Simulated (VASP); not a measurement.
Runs of VASP 6.6.1 on BaTe (CsCl type). The structure is that of space group Pm-3m (No. 221), or close to it. The cells are those of the table. 

```tsv
task	cell	cutoff (eV)	gap on the mesh (eV)	pressure (GPa)
single point	a = 4.214 Å, 2 atoms	520	0.79	1.2
single point	a = 4.242 Å, 2 atoms	520	0.83	0.5
relaxation of cell and atoms	relaxed from a = 3.929 Å, 2 atoms	600	(a)	0.0
electric field gradients	a = 4.156 Å, 2 atoms	520	0.69	2.9
electric field gradients	a = 4.270 Å, 2 atoms	520	0.87	-0.1
electric field gradients	a = 4.214 Å, 2 atoms	520	0.79	1.2
single point	a = 4.270 Å, 2 atoms	520	0.88	-0.1
electric field gradients	a = 4.242 Å, 2 atoms	520	0.83	0.5
electric field gradients	a = 4.326 Å, 2 atoms	520	0.95	-1.2
single point	a = 4.326 Å, 2 atoms	520	0.95	-1.2
single point	a = 4.156 Å, 2 atoms	520	0.69	2.9
```

Alike in all rows: level PBE; potentials or basis VASP PAW PBE potentials, release 64 (Ba_sv, Te); no spin polarisation; k mesh 9 × 9 × 9; smearing fermi-dirac 0.05 eV.

**Question.** Fill in the values left out.

**Answer.** (a) 0.86.

Caveats: spin-orbit coupling is left out, which moves the levels of the heavy elements; an odd mesh through Γ misses points on the zone boundary, where band edges can lie.

A k mesh can miss the band edges, and the runs leave out spin-orbit coupling on Ba, Te.
